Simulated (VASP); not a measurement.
# CuMo (P-6m2) in VASP: a series of runs

Runs on CuMo. Level: PBE. Tasks: relaxation of cell and atoms, single point.

Everything below comes from runs of VASP 6.6.1. Logs are shortened: lines on timing, memory, paths and dates and some standing lists are left out, and cuts for length are marked.

### 1 The cell of the first run

Symmetry: P-6m2, No. 187, hexagonal system. The conventional cell has a = 3.089 Å, b = 3.089 Å, c = 3.013 Å, α = 90.00°, β = 90.00°, γ = 120.00°. Cu (site symmetry -6m2) has 6 Mo at 2.33 Å and 8 Cu at 3.01 to 3.09 Å within 3.1 Å. Within 3.1 Å of Mo (site symmetry -6m2) lie 6 Cu at 2.33 Å and 8 Mo at 3.01 to 3.09 Å.

The cell was generated, and may not be a known phase.

### 2 Relaxation of cell and atoms, PBE

INCAR reads:

```
ALGO = Fast
EDIFF = 1E-6
EDIFFG = -0.04
ENCUT = 600
GGA = PE
IBRION = 2
ISIF = 3
ISMEAR = 0
LASPH = True
LCHARG = False
LREAL = False
LWAVE = False
NELM = 100
NSW = 90
PREC = Accurate
SIGMA = 0.1
```

KPOINTS reads:

```
k-points
0
Gamma
  6 6 6
```

POSCAR reads:

```
CuMo
1.0
    3.0893707500      0.0000000000      0.0000000000
   -1.5446853700      2.6754735500      0.0000000000
    0.0000000000      0.0000000000      3.0132134300
Cu Mo
1 1
Direct
    0.6666666700      0.3333333300      0.5000000000
    0.0000000000      0.0000000000      0.0000000000
```

Potentials or basis: VASP PAW PBE potentials, release 64 (Cu, Mo_sv).

The run is started by

```bash
cat potpaw_PBE.64/Cu/POTCAR potpaw_PBE.64/Mo_sv/POTCAR > POTCAR
mpirun -np 1 vasp_std > vasp.out
```

OUTCAR:

```text
EDIFF = 1E-6
   EDIFFG = -0.04
   ENCUT = 600
   GGA = PE
   IBRION = 2
   ISIF = 3
   ISMEAR = 0
   LASPH = True
   LREAL = False
   NELM = 100
   NSW = 90
   PREC = Accurate

 ion  position               nearest neighbor table
   1  0.667  0.333  0.500-   2 2.33   2 2.33   2 2.33   2 2.33   2 2.33   2 2.33
   2  0.000  0.000  0.000-   1 2.33   1 2.33   1 2.33   1 2.33   1 2.33   1 2.33

  LATTYP: Found a hexagonal cell.
 ALAT       =     3.0893707500
 C/A-ratio  =     0.9753485981

  Lattice vectors:

 A1 = (   3.0893707500,   0.0000000000,   0.0000000000)
 A2 = (  -1.5446853700,   2.6754735500,   0.0000000000)
 A3 = (   0.0000000000,   0.0000000000,   3.0132134300)

Analysis of symmetry for initial positions (statically):
=====================================================================
 Subroutine PRICEL returns:
 Original cell was already a primitive cell.

 Routine SETGRP: Setting up the symmetry group for a
 hexagonal supercell.

 Subroutine GETGRP returns: Found 12 space group operations
 (whereof 12 operations were pure point group operations)
 out of a pool of 24 trial point group operations.

The static configuration has the point symmetry D_3h.

Analysis of symmetry for dynamics (positions and initial velocities):
=====================================================================
 Subroutine PRICEL returns:
 Original cell was already a primitive cell.

 Routine SETGRP: Setting up the symmetry group for a
 hexagonal supercell.

 Subroutine GETGRP returns: Found 12 space group operations
 (whereof 12 operations were pure point group operations)
 out of a pool of 24 trial point group operations.

The dynamic configuration has the point symmetry D_3h.

 Subroutine INISYM returns: Found 12 space group operations
 (whereof 12 operations are pure point group operations),
 and found     1 'primitive' translations

----------------------------------------------------------------------------------------

                                     Primitive cell

  volume of cell :      24.9058

  direct lattice vectors                    reciprocal lattice vectors
     3.089370750  0.000000000  0.000000000     0.323690512  0.186882804  0.000000000
    -1.544685370  2.675473550  0.000000000     0.000000000  0.373765609  0.000000000
     0.000000000  0.000000000  3.013213430     0.000000000  0.000000000  0.331871613

  length of vectors
     3.089370750  3.089370746  3.013213430     0.373765608  0.373765609  0.331871613
[... 123 lines left out ...]

 number of electron      25.0000008 magnetization

 Free energy of the ion-electron system (eV)
  ---------------------------------------------------
  ext. energy  EPLUGINS =         0.00000000
  ---------------------------------------------------
  free energy    TOTEN  =       -11.44108267 eV

  energy without entropy =      -11.42865327  energy(sigma->0) =      -11.43486797

------------------------ aborting loop because EDIFF is reached ----------------------------------------

  FORCE on cell =-STRESS in cart. coord.  units (eV):
  Direction    XX          YY          ZZ          XY          YZ          ZX
  --------------------------------------------------------------------------------------
  -------------------------------------------------------------------------------------
  Total        8.2986648      8.2986648     11.6779644      0.0000000      0.0000000      0.0000000
  in kB      533.8487370    533.8487365    751.2373002      0.0000010      0.0000000      0.0000000
  external PRESSURE =     606.3115912 kB  Pullay stress =       0.0000000 kB
[... 59 lines left out ...]
--------------------------------------- Ionic step        3  -------------------------------------------

 number of electron      24.9999996 magnetization

------------------------ aborting loop EDIFF was not reached (unconverged)  ----------------------------

  FORCE on cell =-STRESS in cart. coord.  units (eV):
  Direction    XX          YY          ZZ          XY          YZ          ZX
  --------------------------------------------------------------------------------------
  -------------------------------------------------------------------------------------
  Total        5.9770509      5.9770509      8.6601057      0.0000000     -0.0000000      0.0000000
  in kB      300.1974496    300.1974493    434.9539055      0.0000006     -0.0000000      0.0000000
  external PRESSURE =     345.1162681 kB  Pullay stress =       0.0000000 kB
[... 17 lines left out ...]
  FREE ENERGIE OF THE ION-ELECTRON SYSTEM (eV)
  ---------------------------------------------------
  free  energy   TOTEN  =        92.9126848636 eV

  energy  without entropy=       92.9253589942  energy(sigma->0) =       92.91902193

 E-fermi :   9.4481     XC(G=0): -12.6836

 val. band max:        9.4474188370   @ k =   0.5000  -0.0000   0.3333
 cond. band min:       9.4530707705   @ k =   0.3333  -0.0000   0.3333
 fundamental gap:      0.0056519335
 Fermi energy:         9.4481161684

 k-point     1 :       0.0000    0.0000    0.0000
  band No.  band energies     occupation
      1     -51.3285      2.00000
      2     -25.4187      2.00000
      3     -25.2192      2.00000
      4     -25.2192      2.00000
      5       1.6283      2.00000
      6       4.2639      2.00000
[... 435 lines left out ...]
      5       4.5455      2.00000
      6       4.9842      2.00000
[... 8 lines left out ...]
     15      11.3413      0.00000
     16      12.1250      0.00000

 [... further k-points ...]

[... ionic steps 4 to 35 ...]

--------------------------------------- Ionic step       36  -------------------------------------------

 number of electron      25.0000005 magnetization

------------------------ aborting loop because EDIFF is reached ----------------------------------------
[... 67 lines left out ...]
--------------------------------------- Ionic step       38  -------------------------------------------

 number of electron      25.0000003 magnetization

 Free energy of the ion-electron system (eV)
  ---------------------------------------------------
  ext. energy  EPLUGINS =         0.00000000
  ---------------------------------------------------
  free energy    TOTEN  =       -13.90063602 eV

  energy without entropy =      -13.89024277  energy(sigma->0) =      -13.89543940

 E-fermi :  10.1692     XC(G=0): -12.9275

 val. band max:       10.1487866740   @ k =   0.3333   0.1667   0.5000
 cond. band min:      10.2053057657   @ k =   0.3333   0.3333   0.0000
 fundamental gap:      0.0565190917
 Fermi energy:        10.1691731253

 k-point     1 :       0.0000    0.0000    0.0000
  band No.  band energies     occupation
      1     -51.1136      2.00000
      2     -25.2417      2.00000
      3     -24.2959      2.00000
      4     -24.2959      2.00000
      5       1.9039      2.00000
      6       4.9762      2.00000
[... 476 lines left out ...]
  FREE ENERGIE OF THE ION-ELECTRON SYSTEM (eV)
  ---------------------------------------------------
  free  energy   TOTEN  =       -13.9006360230 eV

  energy  without entropy=      -13.8902427728  energy(sigma->0) =      -13.89543940

 reached required accuracy - stopping structural energy minimisation
```

OSZICAR:

```text
N       E                     dE             d eps       ncg     rms          rms(c)
DAV:   1     0.203662565029E+03    0.20366E+03   -0.14275E+04   912   0.255E+03
DAV:   2    -0.725183053009E+01   -0.21091E+03   -0.20799E+03  1056   0.468E+02
DAV:   3    -0.134146511770E+02   -0.61628E+01   -0.59837E+01  1056   0.911E+01
DAV:   4    -0.135278351013E+02   -0.11318E+00   -0.11203E+00  1016   0.110E+01
[... 648 lines left out ...]
RMM:  13    -0.136732416275E+02    0.75243E-06   -0.52136E-06   682   0.365E-02
  26 F= -.13673242E+02 E0= -.13666720E+02  d E =-.625854E+00
       N       E                     dE             d eps       ncg     rms          rms(c)
DAV:   1    -0.180877397241E+02   -0.44145E+01   -0.94644E+01   960   0.197E+02    0.157E+01
RMM:   2    -0.141714694104E+02    0.39163E+01   -0.15576E+01   980   0.653E+01    0.815E+00
RMM:   3    -0.149082237586E+02   -0.73675E+00   -0.84607E+00
```

It took 28 min on 1 thread of AMD EPYC 7R13, shared host; peak memory 0.18 GiB.

Results:

| Quantity | Value |
| --- | --- |
| Free energy | -13.9006 eV |
| Relaxed volume | 14.11 Å³/atom |
| Relaxed cell | a = 2.682 Å, b = 2.682 Å, c = 4.529 Å, α = 90.00°, β = 90.00°, γ = 120.00° |
| Space group after relaxing (to 0.1 Å) | P-6m2 (No. 187) |
| Pressure after relaxing | -0.1 GPa |
| Band gap on the k mesh | zero (an odd number of electrons rules out a gap without spin polarisation) |

Final structure:
```
CELL_PARAMETERS angstrom
2.68238 0.00000 0.00000
-1.34119 2.32301 0.00000
0.00000 0.00000 4.52901
ATOMIC_POSITIONS crystal
Cu 0.66667 0.33333 0.50000
Mo 0.00000 0.00000 0.00000
```

Caveat: the k points lie up to 0.45 Å⁻¹ apart in the final cell, too coarse for converged energies and pressures of a metal; a cell axis changed by over 15 % at a fixed basis, so the end point is rough.

### 3 Single point, PBE, collinear spin

This run uses another cell than the first one, of 14.14 Å³/atom.

INCAR reads:

```
PREC = Accurate
ENCUT = 520
EDIFF = 1E-6
ISMEAR = 0
SIGMA = 0.1
LREAL = False
LASPH = True
NELM = 150
ALGO = Normal
ISIF = 2
LWAVE = False
LCHARG = True
ISPIN = 2
MAGMOM = 0 1
LORBIT = 11
LMAXMIX = 4
GGA = PE
LELF = True
LVHAR = True
NBANDS = 24
```

KPOINTS reads:

```
Automatic mesh
0
Gamma
  6 6 4
```

POSCAR reads:

```
CuMo
1.0
    2.6787196489      0.0000000000      0.0000000000
   -1.3393598245      2.3198392656      0.0000000000
    0.0000000000      0.0000000000      4.5508018918
Cu Mo
1 1
Direct
    0.6666666667      0.3333333333      0.5000000000
    0.0000000000      0.0000000000      0.0000000000
```

Potentials or basis: VASP PAW PBE potentials, release 64 (Cu, Mo_sv).

The run is started by

```bash
cat potpaw_PBE.64/Cu/POTCAR potpaw_PBE.64/Mo_sv/POTCAR > POTCAR
mpirun -np 1 vasp_std > vasp.out
```

It took 67 s on 1 thread of AMD EPYC 7R13, shared host; peak memory 0.16 GiB.

Results (log left out):

* Free energy: -13.9328 eV
* Pressure: 0.4 GPa
* Net moment: 0.00 μB per cell
* Valence electrons inside the program's atomic spheres: Cu 9.97; Mo 12.53

Levels at points of the mesh, in eV from the Fermi level:
Spin up:
| k point | band 11 | band 12 | band 13 | band 14 | band 15 | band 16 |
| --- | --- | --- | --- | --- | --- | --- |
| (0.00, 0.00, 0.00) | -2.71 | -0.90 | -0.90 | -0.38 | 2.40 | 2.40 |
| (0.50, 0.00, 0.00) | -2.12 | -1.86 | 1.09 | 1.56 | 4.65 | 5.83 |
| (0.00, 0.00, 0.50) | -2.78 | -2.63 | -0.73 | -0.73 | 2.37 | 2.37 |
| (0.50, 0.00, 0.50) | -1.95 | 0.66 | 0.92 | 0.99 | 2.93 | 4.66 |
Spin down:
| k point | band 11 | band 12 | band 13 | band 14 | band 15 | band 16 |
| --- | --- | --- | --- | --- | --- | --- |
| (0.00, 0.00, 0.00) | -2.71 | -0.90 | -0.90 | -0.38 | 2.40 | 2.40 |
| (0.50, 0.00, 0.00) | -2.12 | -1.86 | 1.09 | 1.56 | 4.65 | 5.83 |
| (0.00, 0.00, 0.50) | -2.78 | -2.63 | -0.73 | -0.73 | 2.37 | 2.37 |
| (0.50, 0.00, 0.50) | -1.95 | 0.66 | 0.92 | 0.99 | 2.93 | 4.66 |

Caveat: the k points lie up to 0.45 Å⁻¹ apart.

### 4 Single point, PBE

This run uses another cell than the first one: it holds 4 atoms, not 2.

INCAR reads:

```
  PREC = Accurate
  ENCUT = 520
  EDIFF = 1E-6
  ISMEAR = 0
  SIGMA = 0.2
  LREAL = False
  LASPH = True
  NELM = 80
  ALGO = Normal
  ISIF = 2
  LWAVE = False
  LCHARG = True
  GGA = PE
  LELF = True
  LVHAR = True
  NBANDS = 33
```

KPOINTS reads:

```
Automatic mesh
0
Gamma
  12 12 4
```

POSCAR reads:

```
CuMo
1.0
    2.6772748130      0.0000000000      0.0000000000
   -1.3386374065      2.3185880010      0.0000000000
    0.0000000000      0.0000000000      9.1359548123
Cu Mo
2 2
Direct
    0.6666666667      0.3333333333      0.2500000000
    0.6666666667      0.3333333333      0.7500000000
    0.0000000000      0.0000000000      0.5000000000
    1.0000000000      0.0000000000      1.0000000000
```

The run is started by

```bash
cat potpaw_PBE.64/Cu/POTCAR potpaw_PBE.64/Mo_sv/POTCAR > POTCAR
mpirun -np 1 vasp_std > vasp.out
```

It took 3.4 min on 1 thread of AMD EPYC 7R13, shared host; peak memory 0.23 GiB.

The run converged. Its results:

```yaml
Free_energy: -27.9925 eV
Pressure: 0.7 GPa
Band_gap_on_the_k_mesh: zero (bands 25 and 26 overlap by 2.53 eV)
```

Stress tensor (GPa, compression positive):
```
0.65 0.00 0.00
0.00 0.65 0.00
0.00 0.00 0.95
```

Levels at points of the mesh, in eV from the Fermi level:
| k point | band 23 | band 24 | band 25 | band 26 | band 27 | band 28 | band 29 | band 30 |
| --- | --- | --- | --- | --- | --- | --- | --- | --- |
| (0.00, 0.00, 0.00) | -2.40 | -0.50 | -0.50 | -0.35 | -0.35 | -0.21 | 2.69 | 2.69 |
| (0.50, 0.00, 0.00) | -1.65 | 0.82 | 1.17 | 1.31 | 1.31 | 1.86 | 3.21 | 5.07 |
| (0.00, 0.00, 0.50) | -1.49 | -1.49 | -0.43 | -0.43 | -0.43 | -0.43 | 2.70 | 2.70 |
| (0.50, 0.00, 0.50) | -0.53 | -0.53 | 1.58 | 1.58 | 1.61 | 1.61 | 4.09 | 4.09 |

### 5 Overview

```csv
task,spin,cell,k mesh,cutoff (eV),smearing,gap on the mesh (eV),pressure (GPa)
relaxation of cell and atoms,off,"relaxed from a = 3.089, b = 3.089, c = 3.013 Å, angles 90.0, 90.0, 120.0°, 2 atoms, atomic positions A",6 × 6 × 6,600,gaussian 0.1 eV,none,-0.1
single point,collinear,"a = 2.679, b = 2.679, c = 4.551 Å, angles 90.0, 90.0, 120.0°, 2 atoms, atomic positions A",6 × 6 × 4,520,gaussian 0.1 eV,none,0.4
single point,off,"a = 2.677, b = 2.677, c = 9.136 Å, angles 90.0, 90.0, 120.0°, 4 atoms, atomic positions B",12 × 12 × 4,520,gaussian 0.2 eV,none,0.7
```

Alike in all rows: level PBE; potentials or basis VASP PAW PBE potentials, release 64 (Cu, Mo_sv).

Caveats: some runs use coarse meshes; a cell axis changed by over 15 % at a fixed basis, so the end point is rough (at least some runs).

Absolute energies hang on the potentials; compare differences alone.

The gap in the log of VASP goes by the Fermi energy; the results here count the filled bands.